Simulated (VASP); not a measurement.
# MgB2 (P6/mmm) in VASP: further runs, part 2 of 2

VASP 6.6.1. Earlier steps stand in the parts before.

## 3. Relaxation of shape and atoms at fixed volume, PBE (volume scaled by 1.10)

Input file INCAR:

```
  ALGO = Normal
  EDIFF = 1E-7
  EDIFFG = -0.01
  ENCUT = 600
  GGA = PE
  IBRION = 2
  ISIF = 4
  ISMEAR = 0
  LASPH = True
  LCHARG = False
  LREAL = False
  LWAVE = False
  NELM = 100
  NSW = 50
  PREC = Accurate
  SIGMA = 0.1
```

Input file KPOINTS:

```
k-points
0
Gamma
  15 15 12
```

Input file POSCAR:

```
MgB2
1.0
    3.1587019599      0.0000000000      0.0000000000
   -1.5793509800      2.7355161402      0.0000000000
    0.0000000000      0.0000000000      3.6769924604
Mg B
1 2
Direct
    0.0000000000      0.0000000000      0.0000000000
    0.3333333333      0.6666666667      0.5000000000
    0.6666666667      0.3333333333      0.5000000000
```

Potentials or basis: VASP PAW PBE potentials, release 64 (Mg, B).

Run with:

```console
cat potpaw_PBE.64/Mg/POTCAR potpaw_PBE.64/B/POTCAR > POTCAR
mpirun -np 1 vasp_std > vasp.out
```

OUTCAR:

```text
EDIFF = 1E-7
   EDIFFG = -0.01
   ENCUT = 600
   GGA = PE
   IBRION = 2
   ISIF = 4
   ISMEAR = 0
   LASPH = True
   LREAL = False
   NELM = 100
   NSW = 50
   PREC = Accurate

 ion  position               nearest neighbor table
   1  0.000  0.000  0.000-   2 2.59   3 2.59   2 2.59   3 2.59   2 2.59   2 2.59   3 2.59   3 2.59
                             3 2.59   3 2.59   2 2.59   2 2.59
   2  0.333  0.667  0.500-   3 1.82   3 1.82   3 1.82   1 2.59   1 2.59   1 2.59   1 2.59   1 2.59
                             1 2.59
   3  0.667  0.333  0.500-   2 1.82   2 1.82   2 1.82   1 2.59   1 2.59   1 2.59   1 2.59   1 2.59
                             1 2.59

  LATTYP: Found a hexagonal cell.
 ALAT       =     3.1587019599
 C/A-ratio  =     1.1640833821

  Lattice vectors:

 A1 = (   3.1587019599,   0.0000000000,   0.0000000000)
 A2 = (  -1.5793509800,   2.7355161402,   0.0000000000)
 A3 = (   0.0000000000,   0.0000000000,   3.6769924604)

Analysis of symmetry for initial positions (statically):
=====================================================================
 Subroutine PRICEL returns:
 Original cell was already a primitive cell.

 Routine SETGRP: Setting up the symmetry group for a
 hexagonal supercell.

 Subroutine GETGRP returns: Found 24 space group operations
 (whereof 24 operations were pure point group operations)
 out of a pool of 24 trial point group operations.

The static configuration has the point symmetry D_6h.

Analysis of symmetry for dynamics (positions and initial velocities):
=====================================================================
 Subroutine PRICEL returns:
 Original cell was already a primitive cell.

 Routine SETGRP: Setting up the symmetry group for a
 hexagonal supercell.

 Subroutine GETGRP returns: Found 24 space group operations
 (whereof 24 operations were pure point group operations)
 out of a pool of 24 trial point group operations.

The dynamic configuration has the point symmetry D_6h.

 Subroutine INISYM returns: Found 24 space group operations
 (whereof 24 operations are pure point group operations),
 and found     1 'primitive' translations

----------------------------------------------------------------------------------------

                                     Primitive cell

  volume of cell :      31.7717

  direct lattice vectors                    reciprocal lattice vectors
     3.158701960  0.000000000  0.000000000     0.316585741  0.182780863  0.000000000
    -1.579350980  2.735516140  0.000000000     0.000000000  0.365561725  0.000000000
     0.000000000  0.000000000  3.676992460     0.000000000  0.000000000  0.271961395

  length of vectors
     3.158701960  3.158701960  3.676992460     0.365561725  0.365561725  0.271961395

  position of ions in fractional coordinates (direct lattice)
     0.000000000  0.000000000  0.000000000
     0.333333333  0.666666667  0.500000000
     0.666666667  0.333333333  0.500000000
[... 119 lines left out ...]

 number of electron       8.0000000 magnetization

 Free energy of the ion-electron system (eV)
  ---------------------------------------------------
  ext. energy  EPLUGINS =         0.00000000
  ---------------------------------------------------
  free energy    TOTEN  =       -15.21066690 eV

  energy without entropy =      -15.20714869  energy(sigma->0) =      -15.20890779

------------------------ aborting loop because EDIFF is reached ----------------------------------------

  FORCE on cell =-STRESS in cart. coord.  units (eV):
  Direction    XX          YY          ZZ          XY          YZ          ZX
  --------------------------------------------------------------------------------------
  -------------------------------------------------------------------------------------
  Total       -2.4985739     -2.4985739     -2.1528509      0.0000000      0.0000000      0.0000000
  in kB     -125.9975550   -125.9975550   -108.5635086      0.0000000      0.0000000      0.0000000
  external PRESSURE =    -120.1862062 kB  Pullay stress =       0.0000000 kB

 VOLUME and BASIS-vectors are now :
 -----------------------------------------------------------------------------
  energy-cutoff  :      600.00
  volume of cell :       31.77
      direct lattice vectors                 reciprocal lattice vectors
     3.158701960  0.000000000  0.000000000     0.316585741  0.182780863  0.000000000
    -1.579350980  2.735516140  0.000000000     0.000000000  0.365561725  0.000000000
     0.000000000  0.000000000  3.676992460     0.000000000  0.000000000  0.271961395

 POSITION                                       TOTAL-FORCE (eV/Angst)
 -----------------------------------------------------------------------------------
      0.00000      0.00000      0.00000         0.000000      0.000000      0.000000
     -0.00000      1.82368      1.83850        -0.000000      0.000000     -0.000000
      1.57935      0.91184      1.83850         0.000000     -0.000000      0.000000
 -----------------------------------------------------------------------------------
    total drift:                               -0.000000      0.000000     -0.000000

  FREE ENERGIE OF THE ION-ELECTRON SYSTEM (eV)
  ---------------------------------------------------
  free  energy   TOTEN  =       -15.2106669004 eV

  energy  without entropy=      -15.2071486876  energy(sigma->0) =      -15.20890779

--------------------------------------- Ionic step        2  -------------------------------------------

 number of electron       8.0000000 magnetization

 Free energy of the ion-electron system (eV)
  ---------------------------------------------------
  ext. energy  EPLUGINS =         0.00000000
  ---------------------------------------------------
  free energy    TOTEN  =       -15.21140050 eV

  energy without entropy =      -15.20818920  energy(sigma->0) =      -15.20979485

 E-fermi :   4.6556     XC(G=0): -10.5557

 val. band max:        4.6437251259   @ k =   0.3333   0.1333   0.5000
 cond. band min:       4.6668307817   @ k =   0.0667   0.0667   0.2500
 fundamental gap:      0.0231056557
 Fermi energy:         4.6556015162

 k-point     1 :       0.0000    0.0000    0.0000
  band No.  band energies     occupation
      1      -7.2436      2.00000
      2       1.6742      2.00000
      3       5.0663      0.00000
      4       5.0663      0.00000
      5       5.6867      0.00000
      6      10.8189      0.00000
      7      10.8189      0.00000
      8      12.1500      0.00000
[... 243 lines left out ...]
 k-point    24 :       0.4000    0.2000    0.0000
  band No.  band energies     occupation
      1      -3.1153      2.00000
      2      -2.3729      2.00000
      3       0.5191      2.00000
      4       5.3146      0.00000
      5       7.1367      0.00000
      6       9.6041      0.00000
      7      10.2247      0.00000
      8      11.8139      0.00000

 [... further k-points ...]

------------------------ aborting loop because EDIFF is reached ----------------------------------------

  FORCE on cell =-STRESS in cart. coord.  units (eV):
  Direction    XX          YY          ZZ          XY          YZ          ZX
  --------------------------------------------------------------------------------------
  -------------------------------------------------------------------------------------
  Total       -2.3573190     -2.3573190     -2.3127647      0.0000000      0.0000000      0.0000000
  in kB     -118.8743834   -118.8743834   -116.6276041      0.0000000      0.0000000      0.0000000
  external PRESSURE =    -118.1254569 kB  Pullay stress =       0.0000000 kB

 VOLUME and BASIS-vectors are now :
 -----------------------------------------------------------------------------
  energy-cutoff  :      600.00
  volume of cell :       31.77
      direct lattice vectors                 reciprocal lattice vectors
     3.152859140  0.000000000  0.000000000     0.317172432  0.183119589 -0.000000000
    -1.576429570  2.730456109 -0.000000000    -0.000000000  0.366239178 -0.000000000
     0.000000000  0.000000000  3.690633357    -0.000000000  0.000000000  0.270956203

 POSITION                                       TOTAL-FORCE (eV/Angst)
 -----------------------------------------------------------------------------------
      0.00000      0.00000      0.00000         0.000000      0.000000      0.000000
     -0.00000      1.82030      1.84532        -0.000000     -0.000000     -0.000000
      1.57643      0.91015      1.84532         0.000000      0.000000      0.000000
 -----------------------------------------------------------------------------------
    total drift:                                0.000000      0.000000     -0.000000

  FREE ENERGIE OF THE ION-ELECTRON SYSTEM (eV)
  ---------------------------------------------------
  free  energy   TOTEN  =       -15.2114005014 eV

  energy  without entropy=      -15.2081891971  energy(sigma->0) =      -15.20979485

 reached required accuracy - stopping structural energy minimisation
```

OSZICAR:

```text
N       E                     dE             d eps       ncg     rms          rms(c)
DAV:   1     0.807515618797E+01    0.80752E+01   -0.40945E+03  3160   0.931E+02
[... 13 lines left out ...]
       N       E                     dE             d eps       ncg     rms          rms(c)
DAV:   1    -0.152118424760E+02   -0.11755E-02   -0.19354E-02  4272   0.107E+00    0.824E-02
DAV:   2    -0.152114601867E+02    0.38229E-03   -0.89594E-04  4184   0.185E-01    0.339E-02
DAV:   3    -0.152114022669E+02    0.57920E-04   -0.23832E-04  3768   0.817E-02    0.839E-03
DAV:   4    -0.152114007893E+02    0.14776E-05   -0.12400E-05  3776   0.258E-02    0.226E-03
DAV:   5    -0.152114004901E+02    0.29918E-06   -0.12433E-06  3760   0.627E-03    0.390E-04
DAV:   6    -0.152114005014E+02   -0.11286E-07   -0.26678E-08  2336   0.144E-03
   2 F= -.15211401E+02 E0= -.15209795E+02  d E =-.733601E-03
```

CONTCAR:

```text
MgB2
   1.00000000000000
     3.1528591395889629    0.0000000000023198    0.0000000000000000
    -1.5764295698423800    2.7304561093844280   -0.0000000000000000
     0.0000000000000000    0.0000000000000000    3.6906333572184407
  Mg              B
     1     2
Direct
     0.0000000000000000    0.0000000000000000    0.0000000000000000
     0.3333333332999970    0.6666666667000030    0.5000000000000000
     0.6666666667000030    0.3333333332999970    0.5000000000000000

  0.00000000E+00  0.00000000E+00  0.00000000E+00
  0.00000000E+00  0.00000000E+00  0.00000000E+00
  0.00000000E+00  0.00000000E+00  0.00000000E+00
```

Run time: 69 s. Hardware: 1 thread of Intel Xeon 6975P-C, shared host; peak memory 0.22 GiB.

Results:

| Item | Value |
| --- | --- |
| Free energy | -15.2114 eV |
| Energy gained by relaxing | 0.2 meV/atom |
| Ionic steps | 2 |
| Pressure after relaxing | -11.8 GPa |
| Band gap on the k mesh | zero (band 4 reaches 6.28 eV, above the bottom of band 5 at 2.85 eV) |

The path:
| step | energy change (eV) | largest force (eV/Å) | pressure (GPa) | volume (Å³) |
| --- | --- | --- | --- | --- |
| 1 | 0.0000 | 0.0000 | -12.02 | 31.77 |
| 2 | -0.0007 | 0.0000 | -11.81 | 31.77 |

Final structure:
```cif
data_structure
_symmetry_space_group_name_H-M 'P 1'
_symmetry_Int_Tables_number 1
_cell_length_a 3.1529
_cell_length_b 3.1529
_cell_length_c 3.6906
_cell_angle_alpha 90.000
_cell_angle_beta 90.000
_cell_angle_gamma 120.000
_cell_volume 31.77
loop_
_atom_site_label
_atom_site_type_symbol
_atom_site_fract_x
_atom_site_fract_y
_atom_site_fract_z
_atom_site_occupancy
Mg1 Mg 0.00000 0.00000 0.00000 1
B1 B 0.33333 0.66667 0.50000 1
B2 B 0.66667 0.33333 0.50000 1
```

Levels at points of the mesh, in eV from the Fermi level:
```tsv
k point	band 2	band 3	band 4	band 5	band 6	band 7
(0.00, 0.00, 0.00)	-2.98	0.41	0.41	1.03	6.16	6.16
(0.00, 0.00, 0.50)	-7.06	0.71	0.71	6.49	6.49	7.68
```

Caveat: the cell differs from its parent crystal (volume scaled by 1.10).
